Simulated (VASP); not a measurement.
A run of VASP 6.6.1:

Contents of INCAR:

```
  PREC = Accurate
  ENCUT = 520
  EDIFF = 1E-7
  ISMEAR = 0
  SIGMA = 0.1
  LREAL = False
  LASPH = True
  NELM = 80
  ALGO = Normal
  ISIF = 2
  LWAVE = False
  LCHARG = False
  NBANDS = 14
```

File KPOINTS:

```
regular mesh
0
Gamma
  9 9 9
```

File POSCAR:

```
TiH
1.0
    0.0000000000      2.0542717794      2.0542717794
    2.0542717794      0.0000000000      2.0542717794
    2.0542717794      2.0542717794      0.0000000000
Ti H
1 1
Direct
    0.0000000000      0.0000000000      0.0000000000
    0.5000000000      0.5000000000      0.5000000000
```

Potentials or basis: VASP PAW LDA potentials, release 64 (Ti_sv, H).

Launch:

```console
$ cat potpaw_LDA.64/Ti_sv/POTCAR potpaw_LDA.64/H/POTCAR > POTCAR
$ mpirun -np 1 vasp_std > vasp.out
```

Hardware: 1 thread of AMD EPYC 7571 (shared host).

How long does it take, and how much memory?

Run time: 17 s on 1 thread of AMD EPYC 7571, with other jobs on the host, peak memory 0.1 GiB. Counts: scf iterations 13, k points 35.
